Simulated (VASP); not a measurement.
# Ge (Fd-3m) in VASP: a series of runs

The runs below take Ge through single point, relaxation of cell and atoms, with LDA.

All numbers are computed with VASP 6.6.1; they aren't measurements. Logs are shortened: lines on timing, memory, paths and dates and some standing lists are left out, and cuts for length are marked.

## 1. The cell of the first run

Symmetry: Fd-3m, No. 227, cubic system. The conventional cell has a = 5.622 Å, b = 5.622 Å, c = 5.622 Å, α = 90.00°, β = 90.00°, γ = 90.00°. Ge (site symmetry -43m) has 4 Ge at 2.43 Å within 3.2 Å.

## 2. Single point, LDA

INCAR reads:

```
ALGO = Normal
EDIFF = 1E-7
ENCUT = 520
GGA = CA
ISIF = 2
ISMEAR = 0
LASPH = True
LCHARG = True
LELF = True
LREAL = False
LVHAR = True
LWAVE = False
NBANDS = 21
NELM = 60
PREC = Accurate
SIGMA = 0.1
```

KPOINTS reads:

```
k-points
0
Gamma
  14 14 14
```

POSCAR reads:

```
Ge
1.0
    0.0000000000      2.8109115340      2.8109115340
    2.8109115340      0.0000000000      2.8109115340
    2.8109115340      2.8109115340      0.0000000000
Ge
2
Direct
    0.5000000000      0.5000000000      0.5000000000
    0.7500000000      0.7500000000      0.7500000000
```

Potentials or basis: VASP PAW LDA potentials, release 64 (Ge_d).

Started as:

```bash
$ cat potpaw_LDA.64/Ge_d/POTCAR > POTCAR
$ mpirun -np 1 vasp_std > vasp.out
```

OUTCAR:

```text
EDIFF = 1E-7
   ENCUT = 520
   GGA = CA
   ISIF = 2
   ISMEAR = 0
   LASPH = True
   LREAL = False
   NELM = 60
   PREC = Accurate

 ion  position               nearest neighbor table
   1  0.500  0.500  0.500-   2 2.43   2 2.43   2 2.43   2 2.43
   2  0.750  0.750  0.750-   1 2.43   1 2.43   1 2.43   1 2.43

  LATTYP: Found a face centered cubic cell.
 ALAT       =     5.6218230680

  Lattice vectors:

 A1 = (   0.0000000000,   2.8109115340,   2.8109115340)
 A2 = (   2.8109115340,   0.0000000000,   2.8109115340)
 A3 = (   2.8109115340,   2.8109115340,   0.0000000000)

Analysis of symmetry for initial positions (statically):
=====================================================================
 Subroutine PRICEL returns:
 Original cell was already a primitive cell.

 Routine SETGRP: Setting up the symmetry group for a
 face centered cubic supercell.

 Subroutine GETGRP returns: Found 48 space group operations
 (whereof 24 operations were pure point group operations)
 out of a pool of 48 trial point group operations.

The static configuration has the point symmetry T_d .
 The point group associated with its full space group is O_h .

Analysis of symmetry for dynamics (positions and initial velocities):
=====================================================================
 Subroutine PRICEL returns:
 Original cell was already a primitive cell.

 Routine SETGRP: Setting up the symmetry group for a
 face centered cubic supercell.

 Subroutine GETGRP returns: Found 48 space group operations
 (whereof 24 operations were pure point group operations)
 out of a pool of 48 trial point group operations.

The dynamic configuration has the point symmetry T_d .
 The point group associated with its full space group is O_h .

 Subroutine INISYM returns: Found 48 space group operations
 (whereof 24 operations are pure point group operations),
 and found     1 'primitive' translations

----------------------------------------------------------------------------------------

                                     Primitive cell

  volume of cell :      44.4193

  direct lattice vectors                    reciprocal lattice vectors
     0.000000000  2.810911534  2.810911534    -0.177878241  0.177878241  0.177878241
     2.810911534  0.000000000  2.810911534     0.177878241 -0.177878241  0.177878241
     2.810911534  2.810911534  0.000000000     0.177878241  0.177878241 -0.177878241

  length of vectors
     3.975229214  3.975229214  3.975229214     0.308094151  0.308094151  0.308094151

  position of ions in fractional coordinates (direct lattice)
     0.500000000  0.500000000  0.500000000
     0.750000000  0.750000000  0.750000000

  ion indices of the primitive-cell ions
   primitive index   ion index
                 1           1
                 2           2

----------------------------------------------------------------------------------------

 KPOINTS: k-points

Automatic generation of k-mesh.
 Grid dimensions read from file:
 generate k-points for:   14   14   14

 Generating k-lattice:

  Cartesian coordinates                     Fractional coordinates (reciprocal lattice)
    -0.012705589  0.012705589  0.012705589     0.071428571  0.000000000  0.000000000
     0.012705589 -0.012705589  0.012705589     0.000000000  0.071428571  0.000000000
     0.012705589  0.012705589 -0.012705589     0.000000000  0.000000000  0.071428571

  Length of vectors
     0.022006725  0.022006725  0.022006725

  Shift w.r.t. Gamma in fractional coordinates (k-lattice)
     0.000000000  0.000000000  0.000000000

 Subroutine IBZKPT returns following result:
 ===========================================

 Found    104 irreducible k-points:

 Following reciprocal coordinates:
            Coordinates               Weight
  0.000000  0.000000  0.000000      1.000000
  0.071429  0.000000  0.000000      8.000000
  0.142857  0.000000  0.000000      8.000000
  0.214286  0.000000  0.000000      8.000000
  0.285714  0.000000  0.000000      8.000000
  0.357143  0.000000  0.000000      8.000000
[... 16 lines left out ...]
  0.214286  0.142857  0.000000     24.000000
  0.285714  0.142857  0.000000     24.000000
 [... further k-points ...]
   k-points           NKPTS =    104   k-points in BZ     NKDIM =    104   number of bands    NBANDS=     21
   number of dos      NEDOS =    301   number of ions     NIONS =      2
   total plane-waves  NPLWV =  27000
   dimension x,y,z NGX =    30 NGY =   30 NGZ =   30
   dimension x,y,z NGXF=    60 NGYF=   60 NGZF=   60
   ions per type =               2
   NGX,Y,Z   is equivalent  to a cutoff of  12.55, 12.55, 12.55 a.u.
   NGXF,Y,Z  is equivalent  to a cutoff of  25.09, 25.09, 25.09 a.u.
 SYSTEM =  unknown system
   PREC   = accura    normal or accurate (medium, high low for compatibility)
   ISTART =      0    job   : 0-new  1-cont  2-samecut
   ICHARG =      2    charge: 1-file 2-atom 10-const
   ISPIN  =      1    spin polarized calculation?
   LNONCOLLINEAR =      F non collinear calculations
   LSORBIT =      F    spin-orbit coupling
   LASPH  =      T    aspherical Exc in radial PAW
   ENCUT  =  520.0 eV  38.22 Ry    6.18 a.u.   7.39  7.39  7.39*2*pi/ulx,y,z
   NELM   =     60;   NELMIN=  2; NELMDL= -5     # of ELM steps
   EDIFF  = 0.1E-06   stopping-criterion for ELM
   LREAL  =      F    real-space projection
   EDIFFG = 0.1E-05   stopping-criterion for IOM
   NSW    =      0    number of steps for IOM
   IBRION =     -1    ionic relax: 0-MD 1-quasi-New 2-CG
   NFREE  =      0    steps in history (QN), initial steepest desc. (CG)
   ISIF   =      2    stress and relaxation
   ISYM   =      2    0-nonsym 1-usesym 2-fastsym
   POTIM  = 0.5000    time-step for ionic-motion
   TEBEG  =    0.0;   TEEND  =   0.0 temperature during run
   PSTRESS=    0.0 pullay stress
   NELECT =      28.0000    total number of electrons
   NUPDOWN=      -1.0000    fix difference up-down
   EMIN   =  10.00;   EMAX   =-10.00  energy-range for DOS
   EFERMI =   0.00;   METHOD = LEGACY
   ISMEAR =     0;   SIGMA  =   0.10  broadening in eV -4-tet -1-fermi 0-gaus
   EFERMI_NEDOS =   21; number of points for ismear=-14 and -15
   IALGO  =     38    algorithm
   IMIX   =      4    mixing-type and parameters
     AMIX     =   0.40;   BMIX     =  1.00
     AMIX_MAG =   1.60;   BMIX_MAG =  1.00
  volume/ion in A,a.u.               =      22.21       149.88
  Fermi-wavevector in a.u.,A,eV,Ry     =   1.403687  2.652584 26.808072  1.970338
  Thomas-Fermi vector in A             =   2.526324
   LORBIT       =      0    0 simple, 1 ext, 2 COOP (PROOUT), +10 PAW based schemes
   GGA     = CA    functional components
   LHFCALC =     F    Hartree Fock is set to
   AEXX    =    0.0000 exact exchange contribution
   IVDW    =     0    specifies the selected vdW correction
   LEPSILON=     F    determine dielectric tensor
   LRPA    =     F    only Hartree local field effects (RPA)
 non-spin polarized calculation
 Gauss-broadening in eV      SIGMA  =   0.10
  energy-cutoff  :      520.00
  volume of cell :       44.42
 maximum number of plane-waves:      1243
 NGX is ok and might be reduce to    30
   NGX = 15   NGY = 15   NGZ = 15

 number of electron      28.0000032 magnetization

 Free energy of the ion-electron system (eV)
  ---------------------------------------------------
  ext. energy  EPLUGINS =         0.00000000
  ---------------------------------------------------
  free energy    TOTEN  =       -10.39189913 eV

  energy without entropy =      -10.39171712  energy(sigma->0) =      -10.39180812

 E-fermi :   4.9482     XC(G=0): -10.3790

 val. band max:        4.9430093100   @ k =   0.0000   0.0000   0.0000
 cond. band min:       5.0366672848   @ k =   0.5000   0.0000   0.0000
 fundamental gap:      0.0936579748
 Fermi energy:         4.9482015725

 k-point     1 :       0.0000    0.0000    0.0000
  band No.  band energies     occupation
      1     -20.0562      2.00000
      2     -20.0562      2.00000
      3     -20.0562      2.00000
      4     -20.0180      2.00000
      5     -20.0180      2.00000
      6     -19.7968      2.00000
[... 13 lines left out ...]
     20      14.5142      0.00000
     21      14.5142      0.00000

 k-point     2 :       0.0714    0.0000    0.0000
  band No.  band energies     occupation
      1     -20.0597      2.00000
      2     -20.0597      2.00000
      3     -20.0553      2.00000
      4     -20.0133      2.00000
      5     -20.0133      2.00000
      6     -19.8022      2.00000
[... 13 lines left out ...]
     20      13.9983      0.00000
     21      13.9983      0.00000

 k-point     3 :       0.1429    0.0000    0.0000
  band No.  band energies     occupation
      1     -20.0665      2.00000
      2     -20.0665      2.00000
      3     -20.0528      2.00000
      4     -20.0033      2.00000
      5     -20.0033      2.00000
      6     -19.8113      2.00000
[... 13 lines left out ...]
     20      13.4213      0.00000
     21      13.4213      0.00000

 k-point     4 :       0.2143    0.0000    0.0000
  band No.  band energies     occupation
      1     -20.0727      2.00000
      2     -20.0727      2.00000
      3     -20.0492      2.00000
      4     -19.9926      2.00000
      5     -19.9926      2.00000
      6     -19.8197      2.00000
[... 13 lines left out ...]
     20      13.2053      0.00000
     21      13.2053      0.00000

 k-point     5 :       0.2857    0.0000    0.0000
  band No.  band energies     occupation
      1     -20.0773      2.00000
      2     -20.0773      2.00000
      3     -20.0451      2.00000
      4     -19.9838      2.00000
      5     -19.9838      2.00000
      6     -19.8261      2.00000
[... 13 lines left out ...]
     20      13.4789      0.00000
     21      13.4789      0.00000
[... 382 lines left out ...]
     20      13.2454      0.00000
     21      13.8004      0.00000

 k-point    22 :       0.1429    0.1429    0.0000
  band No.  band energies     occupation
      1     -20.0650      2.00000
      2     -20.0638      2.00000
      3     -20.0638      2.00000
      4     -20.0057      2.00000
      5     -19.9871      2.00000
      6     -19.8399      2.00000
[... 13 lines left out ...]
     20      12.7535      0.00000
     21      14.8647      0.00000

 k-point    23 :       0.2143    0.1429    0.0000
  band No.  band energies     occupation
      1     -20.0736      2.00000
      2     -20.0683      2.00000
      3     -20.0587      2.00000
      4     -19.9977      2.00000
      5     -19.9745      2.00000
      6     -19.8536      2.00000
[... 13 lines left out ...]
     20      13.5430      0.00000
     21      14.7586      0.00000

 k-point    24 :       0.2857    0.1429    0.0000
  band No.  band energies     occupation
      1     -20.0823      2.00000
      2     -20.0735      2.00000
      3     -20.0503      2.00000
      4     -19.9880      2.00000
      5     -19.9632      2.00000
      6     -19.8641      2.00000
[... 13 lines left out ...]
     20      14.1632      0.00000
     21      14.7868      0.00000

 [... further k-points ...]

------------------------ aborting loop because EDIFF is reached ----------------------------------------

  FORCE on cell =-STRESS in cart. coord.  units (eV):
  Direction    XX          YY          ZZ          XY          YZ          ZX
  --------------------------------------------------------------------------------------
  -------------------------------------------------------------------------------------
  Total        0.0624156      0.0624156      0.0624156      0.0000000      0.0000000      0.0000000
  in kB        2.2512956      2.2512956      2.2512956      0.0000000      0.0000000      0.0000000
  external PRESSURE =       2.2512956 kB  Pullay stress =       0.0000000 kB

 VOLUME and BASIS-vectors are now :
 -----------------------------------------------------------------------------
  energy-cutoff  :      520.00
  volume of cell :       44.42
      direct lattice vectors                 reciprocal lattice vectors
     0.000000000  2.810911534  2.810911534    -0.177878241  0.177878241  0.177878241
     2.810911534  0.000000000  2.810911534     0.177878241 -0.177878241  0.177878241
     2.810911534  2.810911534  0.000000000     0.177878241  0.177878241 -0.177878241

 POSITION                                       TOTAL-FORCE (eV/Angst)
 -----------------------------------------------------------------------------------
      2.81091      2.81091      2.81091         0.000000      0.000000      0.000000
      4.21637      4.21637      4.21637        -0.000000     -0.000000     -0.000000
 -----------------------------------------------------------------------------------
    total drift:                                0.000000     -0.000000     -0.000000

  FREE ENERGIE OF THE ION-ELECTRON SYSTEM (eV)
  ---------------------------------------------------
  free  energy   TOTEN  =       -10.3918991337 eV

  energy  without entropy=      -10.3917171151  energy(sigma->0) =      -10.39180812
```

It took 83 s on 1 thread of Intel Xeon Platinum 8259CL at 2.50GHz (Skylake/Cascade Lake), shared host; peak memory 0.19 GiB.

What came out:

| Quantity | Value |
| --- | --- |
| Free energy | -10.3919 eV |
| Pressure | 0.2 GPa |

Levels at points of the mesh, in eV from the Fermi level:
| k point | band 11 | band 12 | band 13 | band 14 | band 15 | band 16 | band 17 | band 18 |
| --- | --- | --- | --- | --- | --- | --- | --- | --- |
| (0.00, 0.00, 0.00) | -12.99 | -0.04 | -0.04 | -0.04 | -0.01 | 2.50 | 2.50 | 2.50 |
| (0.50, 0.00, 0.00) | -10.85 | -7.76 | -1.47 | -1.47 | 0.09 | 3.69 | 3.69 | 6.94 |
| (0.50, 0.50, 0.00) | -9.03 | -9.03 | -3.18 | -3.18 | 0.61 | 0.61 | 9.53 | 9.53 |

## 3. Relaxation of cell and atoms, LDA

This run uses another cell than the first one, of 22.64 Å³/atom, 1.019 times its volume.

INCAR reads:

```
SYSTEM = Ge
  ALGO = Normal
  EDIFF = 1E-6
  EDIFFG = -0.005
  ENCUT = 600
  IBRION = 2
  ISIF = 3
  ISMEAR = 0
  LASPH = .TRUE.
  LCHARG = .FALSE.
  LREAL = .FALSE.
  LWAVE = .FALSE.
  NELM = 80
  NSW = 100
  PREC = Accurate
  SIGMA = 0.1
```

KPOINTS reads:

```
k-points
0
G
  14 14 14
  0 0 0
```

POSCAR reads:

```
Ge
1.0
    0.0000000000      2.8287700000      2.8287700000
    2.8287700000      0.0000000000      2.8287700000
    2.8287700000      2.8287700000      0.0000000000
Ge
2
Direct
    0.5000000000      0.5000000000      0.5000000000
    0.7500000000      0.7500000000      0.7500000000
```

Potentials or basis: VASP PAW LDA potentials, release 64 (Ge_d).

Started as:

```bash
$ cat potpaw_LDA.64/Ge_d/POTCAR > POTCAR
$ mpirun -np 1 vasp_std > vasp.out
```

It took 86 s on 1 thread of AMD EPYC 9R14 (Zen 4), shared host; peak memory 0.19 GiB.

It converged, with:

- Free energy: -10.3922 eV
- Relaxed volume: 22.25 Å³/atom
- Relaxed cell: a = 3.977 Å, b = 3.977 Å, c = 3.977 Å, α = 60.00°, β = 60.00°, γ = 60.00°
- Space group after relaxing (to 0.05 Å): Fd-3m (No. 227)
- Energy gained by relaxing: 1.4 meV/atom
- Ionic steps: 3
- Pressure after relaxing: 0.0 GPa

The path:
```csv
step,energy change (eV),largest force (eV/Å),pressure (GPa),volume (Å³)
1,0.0000,0.0000,-1.12,45.27
2,-0.0024,0.0000,0.29,44.24
3,-0.0027,0.0000,0.00,44.49
```

Final structure:
```
Ge
1.0
     0.00000    2.81245    2.81245
     2.81245    0.00000    2.81245
     2.81245    2.81245    0.00000
Ge
2
Direct
  0.50000 0.50000 0.50000
  0.75000 0.75000 0.75000
```

Levels at points of the mesh, in eV from the Fermi level:
```tsv
k point	band 11	band 12	band 13	band 14	band 15	band 16	band 17	band 18
(0.00, 0.00, 0.00)	-12.97	-0.03	-0.03	-0.03	-0.02	2.50	2.50	2.50
(0.50, 0.00, 0.00)	-10.84	-7.75	-1.46	-1.46	0.09	3.70	3.70	6.95
(0.50, 0.50, 0.00)	-9.02	-9.02	-3.17	-3.17	0.61	0.61	9.52	9.52
```

LDA usually gives volumes a few per cent too small. Zero-point motion and thermal expansion aren't in these numbers.
